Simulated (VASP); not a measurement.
# TaSiO4 (P6/mmm) in VASP: a series of runs

The runs below take TaSiO4 through relaxation of cell and atoms, single point, with PBE.

Everything below comes from runs of VASP 6.6.1. Logs are shortened: lines on timing, memory, paths and dates and some standing lists are left out, and cuts for length are marked.

### 1 The cell of the first run

It takes space group P6/mmm (No. 191, hexagonal). Conventional cell: a = 3.401 Å, b = 3.401 Å, c = 7.189 Å, α = 90.00°, β = 90.00°, γ = 120.00°. Ta (site symmetry 6/mmm) has 8 O at 1.58 to 1.96 Å within 2.1 Å. Si (site symmetry 6/mmm) has 2 O at 2.02 Å within 2.7 Å. O (site symmetry -6m2) has 9 O at 1.96 to 2.52 Å and 3 Ta at 1.96 Å within 2.6 Å. O (site symmetry 6mm) has 1 Ta at 1.58 Å and 1 Si at 2.02 Å within 2.1 Å.

### 2 Relaxation of cell and atoms, PBE

INCAR

```
SYSTEM = TaSiO4
PREC = Accurate ; ENCUT = 600
EDIFF = 1E-6 ; ISMEAR = 0
SIGMA = 0.1 ; LREAL = .FALSE.
LASPH = .TRUE. ; NELM = 60
ALGO = Normal ; ISIF = 3
LWAVE = .FALSE. ; LCHARG = .FALSE.
GGA = PE ; IBRION = 2
NSW = 90 ; EDIFFG = -0.04
```

KPOINTS

```
Automatic mesh
0
G
  6 6 4
  0 0 0
```

POSCAR

```
TaSiO4
1.0
    3.4010444900      0.0000000000      0.0000000000
   -1.7005222500      2.9453909300      0.0000000000
    0.0000000000      0.0000000000      7.1890132700
Ta Si O
1 1 4
Direct
    0.0000000000      0.0000000000      0.0000000000
    0.0000000000      0.0000000000      0.5000000000
    0.3333333300      0.6666666700      0.0000000000
    0.6666666700      0.3333333300      0.0000000000
    0.0000000000      0.0000000000      0.2193526900
    0.0000000000      0.0000000000      0.7806473100
```

Potentials or basis: VASP PAW PBE potentials, release 64 (Ta_pv, Si, O).

Launch:

```bash
$ cat potpaw_PBE.64/Ta_pv/POTCAR potpaw_PBE.64/Si/POTCAR potpaw_PBE.64/O/POTCAR > POTCAR
$ mpirun -np 1 vasp_std > vasp.out
```

OUTCAR:

```text
SYSTEM = TaSiO4
   PREC = Accurate
   ENCUT = 600
   EDIFF = 1E-6
   ISMEAR = 0
   LREAL = .FALSE.
   LASPH = .TRUE.
   NELM = 60
   ISIF = 3
   GGA = PE
   IBRION = 2
   NSW = 90
   EDIFFG = -0.04

 ion  position               nearest neighbor table
   1  0.000  0.000  0.000-   5 1.58   6 1.58   3 1.96   4 1.96   4 1.96   3 1.96   4 1.96   3 1.96

   2  0.000  0.000  0.500-   5 2.02   6 2.02
   3  0.333  0.667  0.000-   4 1.96   4 1.96   1 1.96   1 1.96   1 1.96   4 1.96
   4  0.667  0.333  0.000-   3 1.96   3 1.96   1 1.96   1 1.96   1 1.96   3 1.96
   5  0.000  0.000  0.219-   1 1.58   2 2.02
   6  0.000  0.000  0.781-   1 1.58   2 2.02

  LATTYP: Found a hexagonal cell.
 ALAT       =     3.4010444900
 C/A-ratio  =     2.1137663124

  Lattice vectors:

 A1 = (   3.4010444900,   0.0000000000,   0.0000000000)
 A2 = (  -1.7005222500,   2.9453909300,   0.0000000000)
 A3 = (   0.0000000000,   0.0000000000,   7.1890132700)

Analysis of symmetry for initial positions (statically):
=====================================================================
 Subroutine PRICEL returns:
 Original cell was already a primitive cell.

 Routine SETGRP: Setting up the symmetry group for a
 hexagonal supercell.

 Subroutine GETGRP returns: Found 24 space group operations
 (whereof 24 operations were pure point group operations)
 out of a pool of 24 trial point group operations.

The static configuration has the point symmetry D_6h.

Analysis of symmetry for dynamics (positions and initial velocities):
=====================================================================
 Subroutine PRICEL returns:
 Original cell was already a primitive cell.

 Routine SETGRP: Setting up the symmetry group for a
 hexagonal supercell.

 Subroutine GETGRP returns: Found 24 space group operations
 (whereof 24 operations were pure point group operations)
 out of a pool of 24 trial point group operations.

The dynamic configuration has the point symmetry D_6h.

 Subroutine INISYM returns: Found 24 space group operations
 (whereof 24 operations are pure point group operations),
 and found     1 'primitive' translations

----------------------------------------------------------------------------------------

                                     Primitive cell

  volume of cell :      72.0153

  direct lattice vectors                    reciprocal lattice vectors
     3.401044490  0.000000000  0.000000000     0.294027321  0.169756753  0.000000000
[... 72 lines left out ...]
   k-points           NKPTS =     21   k-points in BZ     NKDIM =     21   number of bands    NBANDS=     23
   number of dos      NEDOS =    301   number of ions     NIONS =      6
   total plane-waves  NPLWV =  47040
   dimension x,y,z NGX =    28 NGY =   28 NGZ =   60
   dimension x,y,z NGXF=    56 NGYF=   56 NGZF=  120
   ions per type =               1   1   4
   NGX,Y,Z   is equivalent  to a cutoff of  13.69, 13.69, 13.88 a.u.
   NGXF,Y,Z  is equivalent  to a cutoff of  27.37, 27.37, 27.75 a.u.
 SYSTEM =  TaSiO4
   PREC   = accura    normal or accurate (medium, high low for compatibility)
   ISTART =      0    job   : 0-new  1-cont  2-samecut
   ICHARG =      2    charge: 1-file 2-atom 10-const
   ISPIN  =      1    spin polarized calculation?
   LNONCOLLINEAR =      F non collinear calculations
   LSORBIT =      F    spin-orbit coupling
   LASPH  =      T    aspherical Exc in radial PAW
   ENCUT  =  600.0 eV  44.10 Ry    6.64 a.u.   6.79  6.79 14.36*2*pi/ulx,y,z
   NELM   =     60;   NELMIN=  2; NELMDL= -5     # of ELM steps
   EDIFF  = 0.1E-05   stopping-criterion for ELM
   LREAL  =      F    real-space projection
   EDIFFG = -.4E-01   stopping-criterion for IOM
   NSW    =     90    number of steps for IOM
   IBRION =      2    ionic relax: 0-MD 1-quasi-New 2-CG
   NFREE  =      1    steps in history (QN), initial steepest desc. (CG)
   ISIF   =      3    stress and relaxation
   ISYM   =      2    0-nonsym 1-usesym 2-fastsym
   POTIM  = 0.5000    time-step for ionic-motion
   TEBEG  =    0.0;   TEEND  =   0.0 temperature during run
   PSTRESS=    0.0 pullay stress
   NELECT =      39.0000    total number of electrons
   NUPDOWN=      -1.0000    fix difference up-down
   EMIN   =  10.00;   EMAX   =-10.00  energy-range for DOS
   EFERMI =   0.00;   METHOD = LEGACY
   ISMEAR =     0;   SIGMA  =   0.10  broadening in eV -4-tet -1-fermi 0-gaus
   EFERMI_NEDOS =   21; number of points for ismear=-14 and -15
   IALGO  =     38    algorithm
   IMIX   =      4    mixing-type and parameters
     AMIX     =   0.40;   BMIX     =  1.00
     AMIX_MAG =   1.60;   BMIX_MAG =  1.00
  volume/ion in A,a.u.               =      12.00        81.00
  Fermi-wavevector in a.u.,A,eV,Ry     =   1.334407  2.521663 24.227092  1.780641
  Thomas-Fermi vector in A             =   2.463190
   LORBIT       =      0    0 simple, 1 ext, 2 COOP (PROOUT), +10 PAW based schemes
   GGA     = PE    functional components
   LHFCALC =     F    Hartree Fock is set to
   AEXX    =    0.0000 exact exchange contribution
   IVDW    =     0    specifies the selected vdW correction
   LEPSILON=     F    determine dielectric tensor
   LRPA    =     F    only Hartree local field effects (RPA)
 conjugate gradient relaxation of ions
 non-spin polarized calculation
 Gauss-broadening in eV      SIGMA  =   0.10
  energy-cutoff  :      600.00
  volume of cell :       72.02
 maximum number of plane-waves:      2428
 NGX is ok and might be reduce to    28
   NGX = 13   NGY = 13   NGZ = 29

--------------------------------------- Ionic step        1  -------------------------------------------

 number of electron      38.9999994 magnetization

 Free energy of the ion-electron system (eV)
  ---------------------------------------------------
  ext. energy  EPLUGINS =         0.00000000
  ---------------------------------------------------
  free energy    TOTEN  =       -36.19892353 eV

  energy without entropy =      -36.15949154  energy(sigma->0) =      -36.17920754

 E-fermi :   3.3470     XC(G=0): -10.4822

 val. band max:        3.3383289122   @ k =   0.3333   0.1667   0.0000
 cond. band min:       3.3649572910   @ k =   0.3333   0.1667   0.0000
 fundamental gap:      0.0266283788
 Fermi energy:         3.3470140153
[... 1766 lines left out ...]
     22       4.6510      0.00000
     23       7.2734      0.00000

[... ionic steps 4 to 12 ...]

--------------------------------------- Ionic step       13  -------------------------------------------

 number of electron      38.9999994 magnetization

------------------------ aborting loop because EDIFF is reached ----------------------------------------
[... 75 lines left out ...]
--------------------------------------- Ionic step       15  -------------------------------------------

 number of electron      38.9999991 magnetization

 Free energy of the ion-electron system (eV)
  ---------------------------------------------------
  ext. energy  EPLUGINS =         0.00000000
  ---------------------------------------------------
  free energy    TOTEN  =       -47.70802823 eV

  energy without entropy =      -47.70036303  energy(sigma->0) =      -47.70419563

 E-fermi :   2.7187     XC(G=0):  -9.7406

 val. band max:        2.6713351052   @ k =   0.3333   0.1667   0.0000
 cond. band min:       2.7530535376   @ k =   0.5000   0.0000   0.0000
 fundamental gap:      0.0817184324
 Fermi energy:         2.7187112579
[... 577 lines left out ...]
  FREE ENERGIE OF THE ION-ELECTRON SYSTEM (eV)
  ---------------------------------------------------
  free  energy   TOTEN  =       -47.7080282314 eV

  energy  without entropy=      -47.7003630325  energy(sigma->0) =      -47.70419563

 reached required accuracy - stopping structural energy minimisation
```

OSZICAR:

```text
N       E                     dE             d eps       ncg     rms          rms(c)
DAV:   1     0.353230739092E+03    0.35323E+03   -0.23433E+04   966   0.181E+03
DAV:   2    -0.278376106496E+02   -0.38107E+03   -0.37387E+03  1230   0.435E+02
DAV:   3    -0.484673537350E+02   -0.20630E+02   -0.20559E+02  1092   0.109E+02
[... 206 lines left out ...]
DAV:   2    -0.477082257057E+02    0.84680E-03   -0.37699E-03  1144   0.469E-01    0.112E-01
DAV:   3    -0.477081062160E+02    0.11949E-03   -0.69197E-04  1205   0.182E-01    0.623E-02
DAV:   4    -0.477080436578E+02    0.62558E-04   -0.24976E-04  1155   0.944E-02    0.334E-02
DAV:   5    -0.477080276552E+02    0.16003E-04   -0.55897E-05  1088   0.514E-02    0.127E-02
DAV:   6    -0.477080282314E+02   -0.57617E-06   -0.41078E-06   924   0.142E-02
  15 F= -.47708028E+02 E0= -.47704196E+02  d E =-.217212E-03
```

CONTCAR:

```text
TaSiO4
   1.00000000000000
     3.6668405617171151   -0.0000000004756144    0.0000000000000000
    -1.8334202866612084    3.1755770811196489    0.0000000000000000
     0.0000000000000000    0.0000000000000000    7.2663604881918964
  Ta              Si              O
     1     1     4
Direct
     0.0000000000000000    0.0000000000000000    0.0000000000000000
     0.0000000000000000    0.0000000000000000    0.5000000000000000
     0.3333333300000021    0.6666666699999979    0.0000000000000000
     0.6666666699999979    0.3333333300000021    0.0000000000000000
     0.0000000000000000    0.0000000000000000    0.2833825169925331
     0.0000000000000000    0.0000000000000000    0.7166174830074666

  0.00000000E+00  0.00000000E+00  0.00000000E+00
  0.00000000E+00  0.00000000E+00  0.00000000E+00
  0.00000000E+00  0.00000000E+00  0.00000000E+00
  0.00000000E+00  0.00000000E+00  0.00000000E+00
  0.00000000E+00  0.00000000E+00  0.00000000E+00
  0.00000000E+00  0.00000000E+00  0.00000000E+00
```

Run time: 4.4 min. Hardware: 1 thread of Intel Xeon 6975P-C (Granite Rapids), shared host; peak memory 0.23 GiB.

What came out:

```
Free energy                            : -47.7080 eV
Relaxed volume                         : 14.10 Å³/atom
Relaxed cell                           : a = 3.667 Å, b = 3.667 Å, c = 7.266 Å, α = 90.00°, β = 90.00°, γ = 120.00°
Space group after relaxing (to 0.05 Å) : P6/mmm (No. 191)
Energy gained by relaxing              : 1918.2 meV/atom
Ionic steps                            : 15
Pressure after relaxing                : 0.0 GPa
Largest force after relaxing           : 0.013 eV/Å
```

Forces in eV/Å, atoms in the order of the input:
```
Ta   0.000  0.000  0.000
Si   0.000  0.000  0.000
O    0.000  0.000  0.000
O    0.000  0.000  0.000
O    0.000  0.000 -0.013
O    0.000  0.000  0.013
```

The path:
| step | energy change (eV) | largest force (eV/Å) | pressure (GPa) | volume (Å³) |
| --- | --- | --- | --- | --- |
| 1 | 0.0000 | 26.3534 | 85.48 | 72.02 |
| 2 | 13.3142 | 58.8767 | 24.00 | 158.13 |
| 3 | -8.7857 | 3.3187 | -2.23 | 101.22 |
| 4 | -9.1060 | 2.5923 | -2.80 | 98.52 |
| 5 | -10.3907 | 0.0670 | 2.68 | 84.66 |
| 6 | -10.4194 | 1.6946 | 13.38 | 78.19 |
| 7 | -10.4967 | 0.6079 | 6.97 | 81.43 |
| 8 | -10.4999 | 0.8552 | 8.60 | 80.45 |
| 9 | -10.4980 | 6.9584 | 1.35 | 89.27 |
| 10 | -11.4122 | 1.6193 | 0.46 | 85.01 |
| 11 | -11.4967 | 0.4326 | -2.23 | 85.54 |
| 12 | -11.4992 | 0.1296 | -1.94 | 85.46 |
| 13 | -11.4979 | 0.0381 | 1.63 | 84.02 |
| 14 | -11.5089 | 0.0420 | -0.26 | 84.76 |
| 15 | -11.5091 | 0.0125 | 0.02 | 84.61 |

Final structure:
```cif
data_structure
_symmetry_space_group_name_H-M 'P 1'
_symmetry_Int_Tables_number 1
_cell_length_a 3.6668
_cell_length_b 3.6668
_cell_length_c 7.2664
_cell_angle_alpha 90.000
_cell_angle_beta 90.000
_cell_angle_gamma 120.000
_cell_volume 84.61
loop_
_atom_site_label
_atom_site_type_symbol
_atom_site_fract_x
_atom_site_fract_y
_atom_site_fract_z
_atom_site_occupancy
Ta1 Ta 0.00000 0.00000 0.00000 1
Si1 Si 0.00000 0.00000 0.50000 1
O1 O 0.33333 0.66667 0.00000 1
O2 O 0.66667 0.33333 0.00000 1
O3 O 0.00000 0.00000 0.28338 1
O4 O 0.00000 0.00000 0.71662 1
```

Caveat: the volume moved by over 15 % at a fixed basis, so the end points are rough; spin-orbit coupling is left out, which moves the levels of the heavy elements; an odd number of electrons without spin polarisation forces a metal; a magnetic or distorted state may lie lower.

[end of part 1 of 2]
